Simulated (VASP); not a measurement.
# CdS in VASP: notebook

CdS is run at these levels: PBE, r2SCAN; tasks: single point.

Program: VASP 6.6.1. These are calculated values, not measurements. Logs are shortened: lines on timing, memory, paths and dates and some standing lists are left out, and cuts for length are marked.

## 1. The cell of the first run

It takes space group F-43m (No. 216, cubic). The conventional cell has a = 6.108 Å, b = 6.108 Å, c = 6.108 Å, α = 90.00°, β = 90.00°, γ = 90.00°. Cd (site symmetry -43m) has 4 S at 2.64 Å within 3.5 Å. Within 3.5 Å of S (site symmetry -43m) lie 4 Cd at 2.64 Å.

## 2. Single point, PBE (strain +3.9%)

Input file INCAR:

```
SYSTEM = CdS
  ALGO = Normal
  EDIFF = 1E-6
  ENCUT = 520
  GGA = PE
  ISIF = 2
  ISMEAR = -1
  LASPH = .TRUE.
  LCHARG = .FALSE.
  LREAL = .FALSE.
  LWAVE = .FALSE.
  NBANDS = 16
  NELM = 80
  PREC = Accurate
  SIGMA = 0.02
```

Input file KPOINTS:

```
k-points
0
G
  8 8 8
  0 0 0
```

Input file POSCAR:

```
CdS
1.0
    0.0000000000      3.0538442205      3.0538442205
    3.0538442205      0.0000000000      3.0538442205
    3.0538442205      3.0538442205      0.0000000000
Cd S
1 1
Direct
    0.0000000000      0.0000000000      0.0000000000
    0.2500000000      0.2500000000      0.2500000000
```

Potentials or basis: VASP PAW PBE potentials, release 64 (Cd, S).

Started as:

```sh
cat potpaw_PBE.64/Cd/POTCAR potpaw_PBE.64/S/POTCAR > POTCAR
mpirun -np 1 vasp_std > vasp.out
```

OUTCAR:

```text
SYSTEM = CdS
   EDIFF = 1E-6
   ENCUT = 520
   GGA = PE
   ISIF = 2
   ISMEAR = -1
   LASPH = .TRUE.
   LREAL = .FALSE.
   NELM = 80
   PREC = Accurate

 ion  position               nearest neighbor table
   1  0.000  0.000  0.000-   2 2.64   2 2.64   2 2.64   2 2.64
   2  0.250  0.250  0.250-   1 2.64   1 2.64   1 2.64   1 2.64

  LATTYP: Found a face centered cubic cell.
 ALAT       =     6.1076884410

  Lattice vectors:

 A1 = (   0.0000000000,   3.0538442205,   3.0538442205)
 A2 = (   3.0538442205,   0.0000000000,   3.0538442205)
 A3 = (   3.0538442205,   3.0538442205,   0.0000000000)

Analysis of symmetry for initial positions (statically):
=====================================================================
 Subroutine PRICEL returns:
 Original cell was already a primitive cell.

 Routine SETGRP: Setting up the symmetry group for a
 face centered cubic supercell.

 Subroutine GETGRP returns: Found 24 space group operations
 (whereof 24 operations were pure point group operations)
 out of a pool of 48 trial point group operations.

The static configuration has the point symmetry T_d .

Analysis of symmetry for dynamics (positions and initial velocities):
=====================================================================
 Subroutine PRICEL returns:
 Original cell was already a primitive cell.

 Routine SETGRP: Setting up the symmetry group for a
 face centered cubic supercell.

 Subroutine GETGRP returns: Found 24 space group operations
 (whereof 24 operations were pure point group operations)
 out of a pool of 48 trial point group operations.

The dynamic configuration has the point symmetry T_d .

 Subroutine INISYM returns: Found 24 space group operations
 (whereof 24 operations are pure point group operations),
 and found     1 'primitive' translations

----------------------------------------------------------------------------------------

                                     Primitive cell

  volume of cell :      56.9601

  direct lattice vectors                    reciprocal lattice vectors
     0.000000000  3.053844220  3.053844220    -0.163728063  0.163728063  0.163728063
     3.053844220  0.000000000  3.053844220     0.163728063 -0.163728063  0.163728063
     3.053844220  3.053844220  0.000000000     0.163728063  0.163728063 -0.163728063

  length of vectors
     4.318787914  4.318787914  4.318787914     0.283585324  0.283585324  0.283585324

  position of ions in fractional coordinates (direct lattice)
     0.000000000  0.000000000  0.000000000
     0.250000000  0.250000000  0.250000000

  ion indices of the primitive-cell ions
   primitive index   ion index
                 1           1
                 2           2

----------------------------------------------------------------------------------------

 KPOINTS: k-points

Automatic generation of k-mesh.
 Grid dimensions read from file:
 generate k-points for:    8    8    8

 Generating k-lattice:

  Cartesian coordinates                     Fractional coordinates (reciprocal lattice)
    -0.020466008  0.020466008  0.020466008     0.125000000  0.000000000  0.000000000
     0.020466008 -0.020466008  0.020466008     0.000000000  0.125000000  0.000000000
     0.020466008  0.020466008 -0.020466008     0.000000000  0.000000000  0.125000000

  Length of vectors
     0.035448166  0.035448166  0.035448166

  Shift w.r.t. Gamma in fractional coordinates (k-lattice)
     0.000000000  0.000000000  0.000000000

 Subroutine IBZKPT returns following result:
 ===========================================

 Found     29 irreducible k-points:

 Following reciprocal coordinates:
            Coordinates               Weight
  0.000000  0.000000  0.000000      1.000000
  0.125000  0.000000  0.000000      8.000000
  0.250000  0.000000  0.000000      8.000000
  0.375000  0.000000  0.000000      8.000000
  0.500000  0.000000  0.000000      4.000000
  0.125000  0.125000  0.000000      6.000000
[... 16 lines left out ...]
  0.500000  0.250000  0.125000     48.000000
 -0.375000  0.250000  0.125000     24.000000
 [... further k-points ...]
   k-points           NKPTS =     29   k-points in BZ     NKDIM =     29   number of bands    NBANDS=     16
   number of dos      NEDOS =    301   number of ions     NIONS =      2
   total plane-waves  NPLWV =  32768
   dimension x,y,z NGX =    32 NGY =   32 NGZ =   32
   dimension x,y,z NGXF=    64 NGYF=   64 NGZF=   64
   ions per type =               1   1
   NGX,Y,Z   is equivalent  to a cutoff of  12.32, 12.32, 12.32 a.u.
   NGXF,Y,Z  is equivalent  to a cutoff of  24.64, 24.64, 24.64 a.u.
 SYSTEM =  CdS
   PREC   = accura    normal or accurate (medium, high low for compatibility)
   ISTART =      0    job   : 0-new  1-cont  2-samecut
   ICHARG =      2    charge: 1-file 2-atom 10-const
   ISPIN  =      1    spin polarized calculation?
   LNONCOLLINEAR =      F non collinear calculations
   LSORBIT =      F    spin-orbit coupling
   LASPH  =      T    aspherical Exc in radial PAW
   ENCUT  =  520.0 eV  38.22 Ry    6.18 a.u.   8.03  8.03  8.03*2*pi/ulx,y,z
   NELM   =     80;   NELMIN=  2; NELMDL= -5     # of ELM steps
   EDIFF  = 0.1E-05   stopping-criterion for ELM
   LREAL  =      F    real-space projection
[... 7 lines left out ...]
   TEBEG  =    0.0;   TEEND  =   0.0 temperature during run
   PSTRESS=    0.0 pullay stress
   NELECT =      18.0000    total number of electrons
   NUPDOWN=      -1.0000    fix difference up-down
   EMIN   =  10.00;   EMAX   =-10.00  energy-range for DOS
   EFERMI =   0.00;   METHOD = LEGACY
   ISMEAR =    -1;   SIGMA  =   0.02  broadening in eV -4-tet -1-fermi 0-gaus
   EFERMI_NEDOS =   21; number of points for ismear=-14 and -15
   IALGO  =     38    algorithm
   IMIX   =      4    mixing-type and parameters
     AMIX     =   0.40;   BMIX     =  1.00
     AMIX_MAG =   1.60;   BMIX_MAG =  1.00
  volume/ion in A,a.u.               =      28.48       192.19
  Fermi-wavevector in a.u.,A,eV,Ry     =   1.115087  2.107209 16.917746  1.243419
  Thomas-Fermi vector in A             =   2.251688
   LORBIT       =      0    0 simple, 1 ext, 2 COOP (PROOUT), +10 PAW based schemes
   GGA     = PE    functional components
   LHFCALC =     F    Hartree Fock is set to
   AEXX    =    0.0000 exact exchange contribution
   IVDW    =     0    specifies the selected vdW correction
   LEPSILON=     F    determine dielectric tensor
   LRPA    =     F    only Hartree local field effects (RPA)
 non-spin polarized calculation
  energy-cutoff  :      520.00
  volume of cell :       56.96
 maximum number of plane-waves:      1543
   NGX = 17   NGY = 17   NGZ = 17

 number of electron      18.0000005 magnetization

 Free energy of the ion-electron system (eV)
  ---------------------------------------------------
  ext. energy  EPLUGINS =         0.00000000
  ---------------------------------------------------
  free energy    TOTEN  =        -6.08977317 eV

  energy without entropy =       -6.08977317  energy(sigma->0) =       -6.08977317

 E-fermi :   0.6161     XC(G=0):  -8.5200

 val. band max:        0.2381026593   @ k =   0.0000   0.0000   0.0000
 cond. band min:       1.0748919790   @ k =   0.0000   0.0000   0.0000
 fundamental gap:      0.8367893197
 Fermi energy:         0.6161320291

 k-point     1 :       0.0000    0.0000    0.0000
  band No.  band energies     occupation
      1     -11.3853      2.00000
      2      -7.1036      2.00000
      3      -7.1036      2.00000
      4      -7.1036      2.00000
      5      -6.7884      2.00000
      6      -6.7884      2.00000
[... 8 lines left out ...]
     15      11.4853      0.00000
     16      11.4853      0.00000

 k-point     2 :       0.1250    0.0000    0.0000
  band No.  band energies     occupation
      1     -11.3402      2.00000
      2      -7.0883      2.00000
      3      -7.0883      2.00000
      4      -7.0570      2.00000
      5      -6.7889      2.00000
      6      -6.7889      2.00000
[... 8 lines left out ...]
     15      10.9407      0.00000
     16      11.5815      0.00000

 k-point     3 :       0.2500    0.0000    0.0000
  band No.  band energies     occupation
      1     -11.2310      2.00000
      2      -7.0554      2.00000
      3      -7.0554      2.00000
      4      -6.9046      2.00000
      5      -6.7850      2.00000
      6      -6.7850      2.00000
[... 8 lines left out ...]
     15      10.7128      0.00000
     16      11.2023      0.00000

 k-point     4 :       0.3750    0.0000    0.0000
  band No.  band energies     occupation
      1     -11.1221      2.00000
      2      -7.0299      2.00000
      3      -7.0299      2.00000
      4      -6.7720      2.00000
      5      -6.7720      2.00000
      6      -6.6633      2.00000
[... 8 lines left out ...]
     15      11.4569      0.00000
     16      11.4569      0.00000

 k-point     5 :       0.5000    0.0000    0.0000
  band No.  band energies     occupation
      1     -11.0774      2.00000
      2      -7.0221      2.00000
      3      -7.0221      2.00000
      4      -6.7634      2.00000
      5      -6.7634      2.00000
      6      -6.5167      2.00000
[... 8 lines left out ...]
     15      12.4385      0.00000
     16      12.4385      0.00000

 k-point     6 :       0.1250    0.1250    0.0000
  band No.  band energies     occupation
      1     -11.3253      2.00000
      2      -7.0734      2.00000
      3      -7.0734      2.00000
      4      -7.0613      2.00000
      5      -6.7982      2.00000
      6      -6.7801      2.00000
[... 8 lines left out ...]
     15      11.5996      0.00000
     16      12.0323      0.00000

 k-point     7 :       0.2500    0.1250    0.0000
  band No.  band energies     occupation
      1     -11.2377      2.00000
      2      -7.0507      2.00000
      3      -7.0380      2.00000
      4      -6.9519      2.00000
      5      -6.7984      2.00000
      6      -6.7719      2.00000
[... 8 lines left out ...]
     15      11.4905      0.00000
     16      12.4361      0.00000

 k-point     8 :       0.3750    0.1250    0.0000
  band No.  band energies     occupation
      1     -11.1293      2.00000
      2      -7.0257      2.00000
      3      -7.0087      2.00000
      4      -6.8219      2.00000
      5      -6.7622      2.00000
      6      -6.6981      2.00000
[... 8 lines left out ...]
     15      11.9410      0.00000
     16      11.9815      0.00000

 k-point     9 :       0.5000    0.1250    0.0000
  band No.  band energies     occupation
      1     -11.0638      2.00000
      2      -7.0128      2.00000
      3      -6.9994      2.00000
      4      -6.7874      2.00000
      5      -6.7612      2.00000
      6      -6.5050      2.00000
[... 8 lines left out ...]
     15      12.1645      0.00000
     16      12.4729      0.00000
[... 172 lines left out ...]
 k-point    19 :       0.5000    0.3750    0.0000
  band No.  band energies     occupation
      1     -10.9964      2.00000
      2      -6.9417      2.00000
      3      -6.8928      2.00000
      4      -6.8764      2.00000
      5      -6.7404      2.00000
      6      -6.4681      2.00000
[... 8 lines left out ...]
     15      12.6559      0.00000
     16      13.3099      0.00000

 k-point    20 :      -0.3750    0.3750    0.0000
  band No.  band energies     occupation
      1     -10.9907      2.00000
      2      -6.9617      2.00000
      3      -6.9093      2.00000
      4      -6.8424      2.00000
      5      -6.7583      2.00000
      6      -6.3851      2.00000
[... 8 lines left out ...]
     15      11.9350      0.00000
     16      13.8164      0.00000

 k-point    21 :       0.5000    0.5000    0.0000
  band No.  band energies     occupation
      1     -10.9819      2.00000
      2      -6.9371      2.00000
      3      -6.8733      2.00000
      4      -6.8733      2.00000
      5      -6.7318      2.00000
      6      -6.4637      2.00000
[... 8 lines left out ...]
     15      12.5148      0.00000
     16      13.3652      0.00000

 k-point    22 :       0.3750    0.2500    0.1250
  band No.  band energies     occupation
      1     -11.1510      2.00000
      2      -7.0179      2.00000
      3      -7.0016      2.00000
      4      -6.8668      2.00000
      5      -6.7757      2.00000
      6      -6.7369      2.00000
[... 8 lines left out ...]
     15      11.9265      0.00000
     16      13.4770      0.00000

 k-point    23 :       0.5000    0.2500    0.1250
  band No.  band energies     occupation
      1     -11.0652      2.00000
      2      -6.9946      2.00000
      3      -6.9776      2.00000
      4      -6.8228      2.00000
      5      -6.7651      2.00000
      6      -6.5569      2.00000
[... 8 lines left out ...]
     15      12.4198      0.00000
     16      12.9737      0.00000

 k-point    24 :      -0.3750    0.2500    0.1250
  band No.  band energies     occupation
      1     -11.0302      2.00000
      2      -6.9908      2.00000
      3      -6.9669      2.00000
      4      -6.8015      2.00000
      5      -6.7695      2.00000
      6      -6.4387      2.00000
[... 8 lines left out ...]
     15      12.1324      0.00000
     16      12.9471      0.00000

 [... further k-points ...]

------------------------ aborting loop because EDIFF is reached ----------------------------------------

  FORCE on cell =-STRESS in cart. coord.  units (eV):
  Direction    XX          YY          ZZ          XY          YZ          ZX
  --------------------------------------------------------------------------------------
  -------------------------------------------------------------------------------------
  Total       -1.3239396     -1.3239396     -1.3239396      0.0000000      0.0000000      0.0000000
  in kB      -37.2398660    -37.2398660    -37.2398660      0.0000000      0.0000000      0.0000000
  external PRESSURE =     -37.2398660 kB  Pullay stress =       0.0000000 kB

 VOLUME and BASIS-vectors are now :
 -----------------------------------------------------------------------------
  energy-cutoff  :      520.00
  volume of cell :       56.96
      direct lattice vectors                 reciprocal lattice vectors
     0.000000000  3.053844220  3.053844220    -0.163728063  0.163728063  0.163728063
     3.053844220  0.000000000  3.053844220     0.163728063 -0.163728063  0.163728063
     3.053844220  3.053844220  0.000000000     0.163728063  0.163728063 -0.163728063

 POSITION                                       TOTAL-FORCE (eV/Angst)
 -----------------------------------------------------------------------------------
      0.00000      0.00000      0.00000        -0.000000      0.000000     -0.000000
      1.52692      1.52692      1.52692         0.000000     -0.000000      0.000000
 -----------------------------------------------------------------------------------
    total drift:                               -0.000001     -0.000001     -0.000000

  FREE ENERGIE OF THE ION-ELECTRON SYSTEM (eV)
  ---------------------------------------------------
  free  energy   TOTEN  =        -6.0897731712 eV

  energy  without entropy=       -6.0897731711  energy(sigma->0) =       -6.08977317
```

Run time: 30 s. Hardware: 1 thread of AMD EPYC 7R13, shared host; peak memory 0.16 GiB.

Results:

```
Free energy            : -6.0898 eV
Pressure               : -3.7 GPa
Band gap on the k mesh : 0.84 eV
```

Caveat: the cell differs from its parent crystal (strain +3.9%); the cell stands under tension.

(Continued in part 2 of 2.)
